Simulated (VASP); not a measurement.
# Sn (I4_1/amd) in VASP: notebook, part 2 of 2

VASP 6.6.1. The steps go on from the part before.

## (3) Single point, PBEsol

Contents of INCAR:

```
SYSTEM = Sn
  ALGO = Normal
  EDIFF = 1E-6
  ENCUT = 520
  GGA = PS
  ISIF = 2
  ISMEAR = 1
  LASPH = .True.
  LCHARG = .False.
  LREAL = .False.
  LWAVE = .False.
  NBANDS = 21
  NELM = 60
  PREC = Accurate
  SIGMA = 0.15
```

Contents of KPOINTS:

```
k-points
0
Gamma
  11 11 11
  0 0 0
```

Contents of POSCAR:

```
Sn
1.0
   -2.9196440000      2.9196440000      1.5938000000
    2.9196440000     -2.9196440000      1.5938000000
    2.9196440000      2.9196440000     -1.5938000000
Sn
2
Direct
    0.0000000000      0.0000000000      0.0000000000
    0.7500000000      0.2500000000      0.5000000000
```

Potentials or basis: VASP PAW PBE potentials, release 64 (Sn_d).

Launch:

```sh
> cat potpaw_PBE.64/Sn_d/POTCAR > POTCAR
> mpirun -np 1 vasp_std > vasp.out
```

Run time: 2.1 min. Hardware: 1 thread of Intel Xeon 6975P-C, shared host; peak memory 0.27 GiB.

It converged, with:

| Item | Value |
| --- | --- |
| Free energy | -8.5208 eV |
| Pressure | -0.6 GPa |
| Band gap on the k mesh | zero (band 14 reaches 9.23 eV, above the bottom of band 15 at 5.39 eV) |

Stress tensor (GPa, compression positive):
```
-0.14  0.00  0.00
 0.00 -0.14  0.00
 0.00  0.00 -1.49
```

Levels at points of the mesh, in eV from the Fermi level:
```
           k point  band 11  band 12  band 13  band 14  band 15  band 16  band 17  band 18
(0.00, 0.00, 0.00)   -11.13    -3.63    -1.96    -1.96     2.97     6.23     6.23     6.80
```

Caveat: the PAW data sets were made with another functional, which shifts forces and pressure a little; spin-orbit coupling is left out, which moves the levels of the heavy elements.

## (4) Single point, PBEsol

Contents of INCAR:

```
ALGO = Normal ; EDIFF = 1E-7
ENCUT = 520 ; GGA = PS
ISIF = 2 ; ISMEAR = 1
LASPH = True ; LCHARG = False
LREAL = False ; LWAVE = False
NBANDS = 21 ; NELM = 100
PREC = Accurate ; SIGMA = 0.1
```

Contents of KPOINTS:

```
k-points
0
Gamma
  11 11 11
```

POSCAR is that of step 3.

Launch:

```sh
> cat potpaw_PBE.64/Sn_d/POTCAR > POTCAR
> mpirun -np 1 vasp_std > vasp.out
```

It took 2.6 min on 1 thread of Intel Xeon 6975P-C, shared host; peak memory 0.27 GiB.

The run converged. Its results:

```yaml
Free_energy: -8.5206 eV
Pressure: -0.6 GPa
Band_gap_on_the_k_mesh: zero (band 14 reaches 9.23 eV, above the bottom of band 15 at 5.39 eV)
```

Stress tensor (GPa, compression positive):
```
-0.17  0.00  0.00
 0.00 -0.17  0.00
 0.00  0.00 -1.49
```

Levels at points of the mesh, in eV from the Fermi level:
```tsv
k point	band 10	band 11	band 12	band 13	band 14	band 15	band 16	band 17	band 18	band 19
(0.00, 0.00, 0.00)	-21.04	-11.13	-3.63	-1.96	-1.96	2.97	6.23	6.23	6.80	6.90
```

Caveat: the PAW data sets were made with another functional, which shifts forces and pressure a little; spin-orbit coupling is left out, which moves the levels of the heavy elements.

## (5) Single point, PBEsol

Contents of INCAR:

```
  PREC = Accurate
  ENCUT = 520
  EDIFF = 1E-6
  ISMEAR = 1
  SIGMA = 0.05
  LREAL = False
  LASPH = True
  NELM = 80
  ALGO = Normal
  ISIF = 2
  LWAVE = False
  LCHARG = True
  GGA = PS
  LELF = True
  LVHAR = True
  NBANDS = 21
```

Contents of KPOINTS:

```
regular mesh
0
Gamma
  11 11 11
```

POSCAR is that of step 4.

Potentials or basis: VASP PAW PBE potentials, release 64 (Sn_d).

Launch:

```sh
> cat potpaw_PBE.64/Sn_d/POTCAR > POTCAR
> mpirun -np 1 vasp_std > vasp.out
```

OUTCAR:

```text
PREC = Accurate
   ENCUT = 520
   EDIFF = 1E-6
   ISMEAR = 1
   LREAL = False
   LASPH = True
   NELM = 80
   ISIF = 2
   GGA = PS

 ion  position               nearest neighbor table
   1  0.000  0.000  0.000-   2 3.03   2 3.03   2 3.03   2 3.03
   2  0.750  0.250  0.500-   1 3.03   1 3.03   1 3.03   1 3.03

  LATTYP: Found a body centered tetragonal cell.
 ALAT       =     5.8392880000
 C/A-ratio  =     0.5458884713

  Lattice vectors:

 A1 = (  -2.9196440000,   2.9196440000,   1.5938000000)
 A2 = (   2.9196440000,  -2.9196440000,   1.5938000000)
[... 191 lines left out ...]
      4     -13.6060      2.00000
      5     -13.4590      2.00000
      6     -13.4590      2.00000
[... 565 lines left out ...]
     20      17.8945      0.00000
     21      18.0384      0.00000

 [... further k-points ...]
[... 5 lines left out ...]
  --------------------------------------------------------------------------------------
  -------------------------------------------------------------------------------------
  Total       -0.0896605     -0.0896605     -0.4403441      0.0000000      0.0000000      0.0000000
  in kB       -2.6433721     -2.6433721    -12.9822242      0.0000000      0.0000000      0.0000000
  external PRESSURE =      -6.0896561 kB  Pullay stress =       0.0000000 kB

 VOLUME and BASIS-vectors are now :
 -----------------------------------------------------------------------------
  energy-cutoff  :      520.00
  volume of cell :       54.34
      direct lattice vectors                 reciprocal lattice vectors
    -2.919644000  2.919644000  1.593800000     0.000000000  0.171253756  0.313715648
     2.919644000 -2.919644000  1.593800000     0.171253756  0.000000000  0.313715648
     2.919644000  2.919644000 -1.593800000     0.171253756  0.171253756  0.000000000

 POSITION                                       TOTAL-FORCE (eV/Angst)
 -----------------------------------------------------------------------------------
      0.00000      0.00000      0.00000         0.000000      0.000000     -0.000000
      0.00000      2.91964      0.79690        -0.000000     -0.000000      0.000000
 -----------------------------------------------------------------------------------
    total drift:                               -0.000000      0.000000     -0.000000

  FREE ENERGIE OF THE ION-ELECTRON SYSTEM (eV)
  ---------------------------------------------------
  free  energy   TOTEN  =        -8.5204893794 eV

  energy  without entropy=       -8.5203569582  energy(sigma->0) =       -8.52044524
```

Wall time 2 min (1 thread of Intel Xeon 6975P-C, shared host); peak memory 0.27 GiB.

What came out:

```
Free energy            : -8.5205 eV
Pressure               : -0.6 GPa
Band gap on the k mesh : zero (band 14 reaches 9.23 eV, above the bottom of band 15 at 5.39 eV)
```

Levels at points of the mesh, in eV from the Fermi level:
| k point | band 10 | band 11 | band 12 | band 13 | band 14 | band 15 | band 16 | band 17 | band 18 | band 19 |
| --- | --- | --- | --- | --- | --- | --- | --- | --- | --- | --- |
| (0.00, 0.00, 0.00) | -21.05 | -11.14 | -3.64 | -1.97 | -1.97 | 2.96 | 6.22 | 6.22 | 6.79 | 6.89 |

Caveat: the PAW data sets were made with another functional, which shifts forces and pressure a little; spin-orbit coupling is left out, which moves the levels of the heavy elements.

## (6) Single point, PBEsol

Contents of INCAR:

```
ALGO     = Normal         # electronic algorithm
EDIFF    = 1E-6           # SCF threshold, eV
ENCUT    = 520            # plane-wave cutoff, eV
GGA      = PS             # functional
ISIF     = 2              # what is computed and relaxed
ISMEAR   = 1              # smearing method
LASPH    = True           # aspherical terms in the spheres
LCHARG   = False          # write CHGCAR
LREAL    = False          # projectors in reciprocal space
LWAVE    = False          # write WAVECAR
NBANDS   = 21             # bands
NELM     = 80             # most SCF steps
PREC     = Accurate       # precision mode
SIGMA    = 0.025          # smearing width, eV
```

Contents of KPOINTS:

```
k-points
0
Gamma
  11 11 11
```

POSCAR is that of step 5.

Potentials or basis: VASP PAW PBE potentials, release 64 (Sn_d).

Launch:

```sh
> cat potpaw_PBE.64/Sn_d/POTCAR > POTCAR
> mpirun -np 1 vasp_std > vasp.out
```

It took 2 min on 1 thread of Intel Xeon 6975P-C, shared host; peak memory 0.27 GiB.

Results (log left out):

```yaml
Free_energy: -8.5205 eV
Pressure: -0.6 GPa
Band_gap_on_the_k_mesh: zero (band 14 reaches 9.23 eV, above the bottom of band 15 at 5.39 eV)
```

Stress tensor (GPa, compression positive):
```
-0.36  0.00  0.00
 0.00 -0.36  0.00
 0.00  0.00 -1.17
```

Levels at points of the mesh, in eV from the Fermi level:
| k point | band 10 | band 11 | band 12 | band 13 | band 14 | band 15 | band 16 | band 17 | band 18 | band 19 |
| --- | --- | --- | --- | --- | --- | --- | --- | --- | --- | --- |
| (0.00, 0.00, 0.00) | -21.06 | -11.15 | -3.65 | -1.98 | -1.98 | 2.95 | 6.21 | 6.21 | 6.79 | 6.88 |

Caveat: the PAW data sets were made with another functional, which shifts forces and pressure a little; spin-orbit coupling is left out, which moves the levels of the heavy elements.

## (7) The runs side by side

| smearing | gap on the mesh (eV) | pressure (GPa) |
| --- | --- | --- |
| methfessel-paxton 0.25 eV | none | -0.6 |
| methfessel-paxton 0.15 eV | none | -0.6 |
| methfessel-paxton 0.1 eV | none | -0.6 |
| methfessel-paxton 0.05 eV | none | -0.6 |
| methfessel-paxton 0.025 eV | none | -0.6 |

Alike in all rows: task single point; level PBEsol; potentials or basis VASP PAW PBE potentials, release 64 (Sn_d); no spin polarisation; cell as given; k mesh 11 × 11 × 11; cutoff (eV) 520.

Every run on the cell as given and a fine mesh finds a metal.

Caveats: the PAW data sets were made with another functional, which shifts forces and pressure a little; spin-orbit coupling is left out, which moves the levels of the heavy elements.

Absolute energies hang on the potentials; compare differences alone.
